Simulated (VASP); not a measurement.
Set up this calculation in VASP 6.6.1, as the native input.

| Quantity | Value |
| --- | --- |
| Task | single point |
| Functional | PBE |
| Potentials or basis | VASP PAW PBE potentials, release 64 (Te, Mo_sv) |
| Cutoff | 520 eV |
| k mesh | 10 × 10 × 2 |
| Occupations | gaussian, width 0.05 eV |
| Spin | collinear spin |
| Starting moments | [0.0, 0.0, 0.0, 0.0, 2.0, 2.0] μB |
| Hubbard terms | Mo d U = 5.0 eV |
| Dipole correction | no |
| Further INCAR settings | ALGO = Normal; EDIFF = 1e-06; NBANDS = 39 |

The structure of Te2Mo lies in POSCAR:

```
Te2Mo
1.0
    3.5565664135      0.0000000000      0.0000000000
   -1.7782832068      3.0800768643      0.0000000000
    0.0000000000      0.0000000000     15.3398765745
Te Mo
4 2
Direct
    0.3333333333      0.6666666667      0.6321297193
    0.6666666667      0.3333333333      0.1321297193
    0.3333333333      0.6666666667      0.8678702807
    0.6666666667      0.3333333333      0.3678702807
    0.3333333333      0.6666666667      0.2500000000
    0.6666666667      0.3333333333      0.7500000000
```

One way to write it, as run:

INCAR

```
PREC = Accurate ; ENCUT = 520
EDIFF = 1E-6 ; ISMEAR = 0
SIGMA = 0.05 ; LREAL = F
LASPH = T ; NELM = 150
ALGO = Normal ; ISIF = 2
LWAVE = F ; LCHARG = F
ISPIN = 2 ; MAGMOM = 0 0 0 0 2 2
LORBIT = 11 ; LMAXMIX = 4
LDAU = T ; LDAUTYPE = 2
LDAUL = -1 2 ; LDAUU = 0 5
LDAUJ = 0 0 ; LDAUPRINT = 1
GGA = PE ; NBANDS = 39
```

KPOINTS

```
Automatic mesh
0
Gamma
  10 10 2
```

Potentials or basis: VASP PAW PBE potentials, release 64 (Te, Mo_sv).

The run is started by

```sh
$ cat potpaw_PBE.64/Te/POTCAR potpaw_PBE.64/Mo_sv/POTCAR > POTCAR
$ mpirun -np 1 vasp_std > vasp.out
```

It gave:

The pressure is 1.5 GPa, the largest force is 0.273 eV/Å and the band gap on the k mesh is 1.04 eV (least direct gap 1.18 eV). The net moment is 0.00 μB per cell and the valence electrons inside the program's atomic spheres are Te 3.43; Mo 12.25.

Caveat: spin-orbit coupling is left out, which moves the levels of the heavy elements; this functional lacks dispersion, which binds layers or chains, so the pressure and a relaxed spacing across them are unreliable; the U is typed as a test and isn't derived for this compound.

Run time: 5.6 min on 1 thread of Intel(R) Xeon(R) Platinum 8559C (Emerald Rapids) (shared host), peak memory 0.51 GiB.
